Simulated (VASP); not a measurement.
# ZnSe4 (P2_1/m) in VASP: single point with PBE

Aim: the single point of ZnSe4 with PBE.

Everything below comes from runs of VASP 6.6.1. Logs are shortened: lines on timing, memory, paths and dates and some standing lists are left out, and cuts for length are marked.

### 1 The cell of the first run

It takes space group P2_1/m (No. 11, monoclinic). Conventional cell: a = 4.047 Å, b = 3.944 Å, c = 18.330 Å, α = 90.00°, β = 94.71°, γ = 90.00°. Within 3.3 Å of Zn (site symmetry m) lie 4 Se at 2.51 to 2.53 Å and 4 Zn at 2.83 Å. Within 3.2 Å of Se (site symmetry m) lie 2 Se at 2.43 Å. Within 3.2 Å of Se (site symmetry m) lie 2 Se at 2.43 Å. Se (site symmetry m) has 2 Se at 2.43 Å within 3.2 Å. Within 3.3 Å of Se (site symmetry m) lie 4 Zn at 2.51 to 2.53 Å.

### 2 Single point, PBE

INCAR

```
SYSTEM = ZnSe4
  PREC = Accurate
  ENCUT = 520
  EDIFF = 1E-6
  ISMEAR = 0
  SIGMA = 0.1
  LREAL = .False.
  LASPH = .True.
  NELM = 100
  ALGO = Normal
  ISIF = 2
  LWAVE = .False.
  LCHARG = .False.
  GGA = PE
  NBANDS = 47
```

KPOINTS

```
regular mesh
0
Gamma
  8 8 2
  0 0 0
```

POSCAR

```
ZnSe4
1.0
    4.0456664656      0.0000000000     -0.1008616244
    0.0000000000      3.9441040341      0.0000000000
   -1.0485765380      0.0000000000     18.3000567567
Zn Se
2 8
Direct
    0.7504688845      0.2500000000      0.0011207736
    0.2495311155      0.7500000000      0.9988792264
    0.3567063986      0.2500000000      0.5201567445
    0.6432936014      0.7500000000      0.4798432555
    0.2494325494      0.7500000000      0.6765207011
   -0.0425726399      0.2500000000      0.7143957799
    0.7505674506      0.2500000000      0.3234792989
    1.0425726399      0.7500000000      0.2856042201
    0.7187421892      0.7500000000      0.9159317631
    0.2812578108      0.2500000000      0.0840682369
```

Potentials or basis: VASP PAW PBE potentials, release 64 (Zn, Se).

On the command line:

```console
cat potpaw_PBE.64/Zn/POTCAR potpaw_PBE.64/Se/POTCAR > POTCAR
mpirun -np 1 vasp_std > vasp.out
```

OUTCAR:

```text
SYSTEM = ZnSe4
   PREC = Accurate
   ENCUT = 520
   EDIFF = 1E-6
   ISMEAR = 0
   LREAL = .False.
   LASPH = .True.
   NELM = 100
   ISIF = 2
   GGA = PE

 ion  position               nearest neighbor table
   1  0.750  0.250  0.001-   9 2.51   9 2.51  10 2.53  10 2.53   2 2.83   2 2.83   2 2.83   2 2.83

   2  0.250  0.750  0.999-  10 2.51  10 2.51   9 2.53   9 2.53   1 2.83   1 2.83   1 2.83   1 2.83

   3  0.357  0.250  0.520-   4 2.43   4 2.43
   4  0.643  0.750  0.480-   3 2.43   3 2.43
   5  0.249  0.750  0.677-   6 2.43   6 2.43
   6  0.957  0.250  0.714-   5 2.43   5 2.43
   7  0.751  0.250  0.323-   8 2.43   8 2.43
   8  0.043  0.750  0.286-   7 2.43   7 2.43
   9  0.719  0.750  0.916-   1 2.51   1 2.51   2 2.53   2 2.53
  10  0.281  0.250  0.084-   2 2.51   2 2.51   1 2.53   1 2.53

  LATTYP: Found a simple monoclinic cell.
 ALAT       =     4.0469235498
 B/A-ratio  =     0.9745931658
 C/A-ratio  =     4.5293846431
 COS(beta)  =    -0.0820697101

  Lattice vectors:

 A1 = (   4.0456664656,   0.0000000000,  -0.1008616244)
 A2 = (   0.0000000000,   3.9441040341,   0.0000000000)
 A3 = (  -1.0485765380,   0.0000000000,  18.3000567567)

Analysis of symmetry for initial positions (statically):
=====================================================================
 Subroutine PRICEL returns:
 Original cell was already a primitive cell.

 Routine SETGRP: Setting up the symmetry group for a
 simple monoclinic supercell.

 Subroutine GETGRP returns: Found  4 space group operations
 (whereof  2 operations were pure point group operations)
 out of a pool of  4 trial point group operations.

The static configuration has the point symmetry S_2 .
 The point group associated with its full space group is C_2h.

Analysis of symmetry for dynamics (positions and initial velocities):
=====================================================================
 Subroutine PRICEL returns:
 Original cell was already a primitive cell.

 Routine SETGRP: Setting up the symmetry group for a
 simple monoclinic supercell.

 Subroutine GETGRP returns: Found  4 space group operations
 (whereof  2 operations were pure point group operations)
 out of a pool of  4 trial point group operations.

The dynamic configuration has the point symmetry S_2 .
 The point group associated with its full space group is C_2h.

 Subroutine INISYM returns: Found  4 space group operations
 (whereof  2 operations are pure point group operations),
 and found     1 'primitive' translations

----------------------------------------------------------------------------------------

                                     Primitive cell

  volume of cell :     291.5883

  direct lattice vectors                    reciprocal lattice vectors
     4.045666466  0.000000000 -0.100861624     0.247531665  0.000000000  0.014183338
     0.000000000  3.944104034  0.000000000     0.000000000  0.253543008  0.000000000
    -1.048576538  0.000000000 18.300056757     0.001364282  0.000000000  0.054722811

  length of vectors
     4.046923550  3.944104034 18.330073378     0.247937678  0.253543008  0.054739815

  position of ions in fractional coordinates (direct lattice)
     0.750468885  0.250000000  0.001120774
     0.249531115  0.750000000  0.998879226
     0.356706399  0.250000000  0.520156744
     0.643293601  0.750000000  0.479843256
     0.249432549  0.750000000  0.676520701
     0.957427360  0.250000000  0.714395780
     0.750567451  0.250000000  0.323479299
     0.042572640  0.750000000  0.285604220
     0.718742189  0.750000000  0.915931763
     0.281257811  0.250000000  0.084068237

  ion indices of the primitive-cell ions
   primitive index   ion index
                 1           1
                 2           2
                 3           3
                 4           4
                 5           5
                 6           6
                 7           7
                 8           8
                 9           9
                10          10

----------------------------------------------------------------------------------------

 KPOINTS: regular mesh

Automatic generation of k-mesh.
 Grid dimensions read from file:
 generate k-points for:    8    8    2

 Generating k-lattice:

  Cartesian coordinates                     Fractional coordinates (reciprocal lattice)
     0.030941458  0.000000000  0.001772917     0.125000000  0.000000000  0.000000000
     0.000000000  0.031692876  0.000000000     0.000000000  0.125000000  0.000000000
     0.000682141  0.000000000  0.027361406     0.000000000  0.000000000  0.500000000

  Length of vectors
     0.030992210  0.031692876  0.027369908

  Shift w.r.t. Gamma in fractional coordinates (k-lattice)
     0.000000000  0.000000000  0.000000000

 Subroutine IBZKPT returns following result:
 ===========================================

 Found     50 irreducible k-points:

 Following reciprocal coordinates:
            Coordinates               Weight
  0.000000  0.000000  0.000000      1.000000
  0.125000  0.000000  0.000000      2.000000
  0.250000  0.000000  0.000000      2.000000
  0.375000  0.000000  0.000000      2.000000
  0.500000  0.000000  0.000000      1.000000
  0.000000  0.125000  0.000000      2.000000
[... 16 lines left out ...]
  0.250000  0.500000  0.000000      2.000000
  0.375000  0.500000  0.000000      2.000000
 [... further k-points ...]
   k-points           NKPTS =     50   k-points in BZ     NKDIM =     50   number of bands    NBANDS=     47
   number of dos      NEDOS =    301   number of ions     NIONS =     10
   total plane-waves  NPLWV = 126000
   dimension x,y,z NGX =    30 NGY =   30 NGZ =  140
   dimension x,y,z NGXF=    60 NGYF=   60 NGZF=  280
   ions per type =               2   8
   NGX,Y,Z   is equivalent  to a cutoff of  12.32, 12.65, 12.70 a.u.
   NGXF,Y,Z  is equivalent  to a cutoff of  24.65, 25.29, 25.39 a.u.
 SYSTEM =  ZnSe4
   PREC   = accura    normal or accurate (medium, high low for compatibility)
   ISTART =      0    job   : 0-new  1-cont  2-samecut
   ICHARG =      2    charge: 1-file 2-atom 10-const
   ISPIN  =      1    spin polarized calculation?
   LNONCOLLINEAR =      F non collinear calculations
   LSORBIT =      F    spin-orbit coupling
   LASPH  =      T    aspherical Exc in radial PAW
   ENCUT  =  520.0 eV  38.22 Ry    6.18 a.u.   7.52  7.33 34.08*2*pi/ulx,y,z
   NELM   =    100;   NELMIN=  2; NELMDL= -5     # of ELM steps
   EDIFF  = 0.1E-05   stopping-criterion for ELM
   LREAL  =      F    real-space projection
   EDIFFG = 0.1E-04   stopping-criterion for IOM
   NSW    =      0    number of steps for IOM
   IBRION =     -1    ionic relax: 0-MD 1-quasi-New 2-CG
   NFREE  =      0    steps in history (QN), initial steepest desc. (CG)
   ISIF   =      2    stress and relaxation
   ISYM   =      2    0-nonsym 1-usesym 2-fastsym
   POTIM  = 0.5000    time-step for ionic-motion
   TEBEG  =    0.0;   TEEND  =   0.0 temperature during run
   PSTRESS=    0.0 pullay stress
   NELECT =      72.0000    total number of electrons
   NUPDOWN=      -1.0000    fix difference up-down
   EMIN   =  10.00;   EMAX   =-10.00  energy-range for DOS
   EFERMI =   0.00;   METHOD = LEGACY
   ISMEAR =     0;   SIGMA  =   0.10  broadening in eV -4-tet -1-fermi 0-gaus
   EFERMI_NEDOS =   21; number of points for ismear=-14 and -15
   IALGO  =     38    algorithm
   IMIX   =      4    mixing-type and parameters
     AMIX     =   0.40;   BMIX     =  1.00
     AMIX_MAG =   1.60;   BMIX_MAG =  1.00
  volume/ion in A,a.u.               =      29.16       196.77
  Fermi-wavevector in a.u.,A,eV,Ry     =   1.027060  1.940861 14.352125  1.054851
  Thomas-Fermi vector in A             =   2.160985
   LORBIT       =      0    0 simple, 1 ext, 2 COOP (PROOUT), +10 PAW based schemes
   GGA     = PE    functional components
   LHFCALC =     F    Hartree Fock is set to
   AEXX    =    0.0000 exact exchange contribution
   IVDW    =     0    specifies the selected vdW correction
   LEPSILON=     F    determine dielectric tensor
   LRPA    =     F    only Hartree local field effects (RPA)
 non-spin polarized calculation
 Gauss-broadening in eV      SIGMA  =   0.10
  energy-cutoff  :      520.00
  volume of cell :      291.59
 maximum number of plane-waves:      7924
   NGX = 15   NGY = 15   NGZ = 69

 number of electron      72.0000032 magnetization

 Free energy of the ion-electron system (eV)
  ---------------------------------------------------
  ext. energy  EPLUGINS =         0.00000000
  ---------------------------------------------------
  free energy    TOTEN  =       -31.26443476 eV

  energy without entropy =      -31.25216007  energy(sigma->0) =      -31.25829741

 E-fermi :   1.6030     XC(G=0):  -8.3076

 val. band max:        1.5972565374   @ k =   0.0000   0.0000   0.5000
 cond. band min:       1.6655726294   @ k =   0.3750   0.2500   0.0000
 fundamental gap:      0.0683160920
 Fermi energy:         1.6030228039

 k-point     1 :       0.0000    0.0000    0.0000
  band No.  band energies     occupation
      1     -13.9785      2.00000
      2     -13.7864      2.00000
      3     -13.6551      2.00000
      4     -12.1018      2.00000
      5     -11.2883      2.00000
      6      -8.9218      2.00000
[... 39 lines left out ...]
     46       6.5269      0.00000
     47       6.8658      0.00000

 k-point     2 :       0.1250    0.0000    0.0000
  band No.  band energies     occupation
      1     -13.9263      2.00000
      2     -13.7387      2.00000
      3     -13.6140      2.00000
      4     -12.0374      2.00000
      5     -11.2778      2.00000
      6      -9.0096      2.00000
[... 39 lines left out ...]
     46       6.3507      0.00000
     47       6.8279      0.00000

 k-point     3 :       0.2500    0.0000    0.0000
  band No.  band energies     occupation
      1     -13.7901      2.00000
      2     -13.6165      2.00000
      3     -13.5116      2.00000
      4     -11.8628      2.00000
      5     -11.2654      2.00000
      6      -9.2322      2.00000
[... 39 lines left out ...]
     46       6.5156      0.00000
     47       7.0906      0.00000

 k-point     4 :       0.3750    0.0000    0.0000
  band No.  band energies     occupation
      1     -13.6335      2.00000
      2     -13.4824      2.00000
      3     -13.4068      2.00000
      4     -11.6322      2.00000
      5     -11.2992      2.00000
      6      -9.4695      2.00000
[... 939 lines left out ...]
     46       6.1437      0.00000
     47       7.2174      0.00000

 k-point    23 :       0.2500    0.5000    0.0000
  band No.  band energies     occupation
      1     -11.8473      2.00000
      2     -11.8473      2.00000
      3     -11.7205      2.00000
      4     -11.7205      2.00000
      5     -11.6139      2.00000
      6     -11.6139      2.00000
[... 39 lines left out ...]
     46       5.3203      0.00000
     47       8.2018      0.00000

 k-point    24 :       0.3750    0.5000    0.0000
  band No.  band energies     occupation
      1     -11.7387      2.00000
      2     -11.7387      2.00000
      3     -11.6446      2.00000
      4     -11.6446      2.00000
      5     -11.5453      2.00000
      6     -11.5453      2.00000
[... 39 lines left out ...]
     46       5.2078      0.00000
     47       8.3724      0.00000

 [... further k-points ...]
[... 5 lines left out ...]
  --------------------------------------------------------------------------------------
  -------------------------------------------------------------------------------------
  Total        0.1424731      0.2999664      0.1448588      0.0000000      0.0000000     -0.0288191
  in kB        0.7828405      1.6482121      0.7959495      0.0000000      0.0000000     -0.1583509
  external PRESSURE =       1.0756674 kB  Pullay stress =       0.0000000 kB

 VOLUME and BASIS-vectors are now :
 -----------------------------------------------------------------------------
  energy-cutoff  :      520.00
  volume of cell :      291.59
      direct lattice vectors                 reciprocal lattice vectors
     4.045666466  0.000000000 -0.100861624     0.247531665  0.000000000  0.014183338
     0.000000000  3.944104034  0.000000000     0.000000000  0.253543008  0.000000000
    -1.048576538  0.000000000 18.300056757     0.001364282  0.000000000  0.054722811

 POSITION                                       TOTAL-FORCE (eV/Angst)
 -----------------------------------------------------------------------------------
      3.03497      0.98603     -0.05518         0.000591     -0.000000      0.003584
     -0.03788      2.95808     18.25438        -0.000591      0.000000     -0.003584
      0.89769      0.98603      9.48292        -0.010561      0.000000      0.008136
      2.09940      2.95808      8.71628         0.010561      0.000000     -0.008136
      0.29974      2.95808     12.35521         0.011262      0.000000     -0.007871
      3.12433      0.98603     12.97692        -0.011003      0.000000      0.005461
      2.69735      0.98603      5.84399        -0.011262     -0.000000      0.007871
     -0.12724      2.95808      5.22228         0.011003      0.000000     -0.005461
      1.94737      2.95808     16.68911         0.000041      0.000000     -0.041306
      1.04972      0.98603      1.51009        -0.000041      0.000000      0.041306
 -----------------------------------------------------------------------------------
    total drift:                                0.000000     -0.000000     -0.000000

  FREE ENERGIE OF THE ION-ELECTRON SYSTEM (eV)
  ---------------------------------------------------
  free  energy   TOTEN  =       -31.2644347566 eV

  energy  without entropy=      -31.2521600728  energy(sigma->0) =      -31.25829741
```

Wall time 10 min (1 thread of Intel Xeon Platinum 8488C (Sapphire Rapids), shared host); peak memory 0.67 GiB.

Results:

- Free energy: -31.2644 eV
- Pressure: 0.1 GPa
- Largest force: 0.041 eV/Å
- Band gap on the k mesh: zero (bands 36 and 37 overlap by 0.39 eV)

Forces on the atoms (eV/Å):
```
Zn   0.001  0.000  0.004
Zn  -0.001  0.000 -0.004
Se  -0.011  0.000  0.008
Se   0.011  0.000 -0.008
Se   0.011  0.000 -0.008
Se  -0.011  0.000  0.005
Se  -0.011  0.000  0.008
Se   0.011  0.000 -0.005
Se   0.000  0.000 -0.041
Se   0.000  0.000  0.041
```

Stress tensor (GPa, compression positive):
```
 0.08  0.00 -0.02
 0.00  0.16  0.00
-0.02  0.00  0.08
```

Levels at points of the mesh, in eV from the Fermi level:
| k point | band 33 | band 34 | band 35 | band 36 | band 37 | band 38 | band 39 | band 40 |
| --- | --- | --- | --- | --- | --- | --- | --- | --- |
| (0.00, 0.00, 0.00) | -0.68 | -0.66 | -0.64 | -0.24 | -0.07 | 0.33 | 0.43 | 1.65 |
| (0.50, 0.00, 0.00) | -1.23 | -1.23 | -1.19 | -0.76 | 0.18 | 0.71 | 0.97 | 1.18 |
| (0.00, 0.50, 0.00) | -1.39 | -1.39 | -1.19 | -1.19 | 1.49 | 1.49 | 1.82 | 1.82 |
| (0.50, 0.50, 0.00) | -1.94 | -1.94 | -1.70 | -1.70 | 2.45 | 2.45 | 2.89 | 2.89 |
| (0.00, 0.00, 0.50) | -0.70 | -0.66 | -0.63 | -0.29 | -0.01 | 0.33 | 0.41 | 1.65 |
| (0.50, 0.00, 0.50) | -1.23 | -1.23 | -1.15 | -0.77 | 0.19 | 0.69 | 0.97 | 1.19 |
| (0.00, 0.50, 0.50) | -1.39 | -1.39 | -1.16 | -1.16 | 1.45 | 1.45 | 1.87 | 1.87 |
| (0.50, 0.50, 0.50) | -1.94 | -1.94 | -1.70 | -1.70 | 2.41 | 2.41 | 2.94 | 2.94 |

Caveat: semilocal functionals underestimate gaps, so a narrow gap can read as zero.
